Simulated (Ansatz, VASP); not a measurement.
One calculation of Ti, two programs

```
Ti
1.0
    -1.54852    1.54852    1.79814
     1.54852   -1.54852    1.79814
     1.54852    1.54852   -1.79814
Ti
1
Direct
  0.00000 0.00000 0.00000
```

Alike in both runs: task single point; functional PBE; k mesh 22 × 22 × 22; occupations gaussian, width 0.15 eV; no spin polarisation.

```csv
,VASP,Ansatz
version,VASP 6.6.1,Ansatz 0.2.0
potentials or method,"VASP PAW PBE potentials, release 64 (Ti_sv), cutoff 520 eV","scalar-relativistic, plane waves, PAW"
valence electrons in the cell,12,12
```

```csv
,VASP,Ansatz,Ansatz less VASP
gap on the k mesh at the Fermi level (eV),none,none,-
pressure (GPa),0.3,0.6,+0.28
"traceless stress, the component that is largest in VASP (GPa)",1.97,1.96,-0.013
```

A gap of «none» marks a metal or a gap that the smearing closes. The functional is the same, so the differences come from potentials, cutoffs and numerics.
